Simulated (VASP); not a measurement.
A run of VASP 6.6.1 is set up as follows.

The input INCAR:

```
SYSTEM = In
ALGO = Normal
EDIFF = 1E-7
ENCUT = 520
ISIF = 2
ISMEAR = -1
LASPH = .True.
LCHARG = .False.
LREAL = .False.
LWAVE = .False.
NBANDS = 12
NELM = 60
PREC = Accurate
SIGMA = 0.1
```

The input KPOINTS:

```
k-points
0
Gamma
  12 12 12
  0 0 0
```

POSCAR

```
In
1.0
    0.0000000000      2.3072978333      2.3072978333
    2.3072978333      0.0000000000      2.3072978333
    2.3072978333      2.3072978333      0.0000000000
In
1
Direct
    0.0000000000      0.0000000000      0.0000000000
```

Potentials or basis: VASP PAW LDA potentials, release 64 (In_d).

Command:

```console
$ cat potpaw_LDA.64/In_d/POTCAR > POTCAR
$ mpirun -np 1 vasp_std > vasp.out
```

Question: What does it give for the pressure?

Answer: 0.1 GPa.
